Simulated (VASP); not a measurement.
TaN, 2 atoms in the cell. The structure is tetragonal, space group I4mm (No. 107). The conventional cell has a = 3.049 Å, b = 3.049 Å, c = 4.312 Å, α = 90.00°, β = 90.00°, γ = 90.00°. Within 2.7 Å of Ta (site symmetry 4mm) lie 6 N at 2.03 to 2.29 Å. Within 2.7 Å of N (site symmetry 4mm) lie 6 Ta at 2.03 to 2.29 Å. 

```yaml
Program: VASP 6.6.1
Task: single point
Functional: LDA
Potentials_or_basis: VASP PAW LDA potentials, release 64 (Ta_sv_GW, N)
Cutoff: 600 eV
k_mesh: 18 × 18 × 18
Occupations: gaussian, width 0.15 eV
Spin: no spin polarisation
Dipole_correction: no
Second_run: valence_matched
Further_INCAR_settings: ALGO = Normal; EDIFF = 1e-06; NBANDS = 16
```

Potentials or basis: VASP PAW LDA potentials, release 64 (Ta_sv_GW, N).

The run is started by

```bash
$ cat potpaw_LDA.64/Ta_sv_GW/POTCAR potpaw_LDA.64/N/POTCAR > POTCAR
$ mpirun -np 1 vasp_std > vasp.out
```

Hardware: 1 thread of AMD EPYC 7R43 64-Core Processor (Zen 3), on a shared host.

Task: How long does it take, and how much memory?

Result: Wall time 2.4 min on 1 thread of AMD EPYC 7R43 64-Core Processor (Zen 3) (shared host), peak memory 0.28 GiB. Counts: scf iterations 13, k points 480.
